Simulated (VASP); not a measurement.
Here is a VASP 6.6.1 calculation.

Contents of INCAR:

```
PREC = Accurate
ENCUT = 520
EDIFF = 1E-6
ISMEAR = -1
SIGMA = 0.1
LREAL = F
LASPH = T
NELM = 150
ALGO = Normal
ISIF = 2
LWAVE = F
LCHARG = F
ISPIN = 2
MAGMOM = 0 1.8
LORBIT = 11
LMAXMIX = 4
GGA = PS
NBANDS = 20
```

The input KPOINTS:

```
Automatic mesh
0
Gamma
  10 10 10
```

Contents of POSCAR:

```
HfCo
1.0
    3.1640000000      0.0000000000      0.0000000000
    0.0000000000      3.1640000000      0.0000000000
    0.0000000000      0.0000000000      3.1640000000
Hf Co
1 1
Direct
    0.5000000000      0.5000000000      0.5000000000
    0.0000000000      0.0000000000      0.0000000000
```

Potentials or basis: VASP PAW PBE potentials, release 64 (Hf_pv, Co).

Launch:

```sh
$ cat potpaw_PBE.64/Hf_pv/POTCAR potpaw_PBE.64/Co/POTCAR > POTCAR
$ mpirun -np 1 vasp_std > vasp.out
```

(1) Estimate the net moment.

(2) Estimate the pressure.

(3) Predict the site moments.

Answers

(1) -0.62 μB per cell.

(2) -8.1 GPa.

(3) Hf +0.07; Co -0.72 μB.

Caveat: the cell stands under tension; the PAW data sets were made with another functional, which shifts forces and pressure a little.
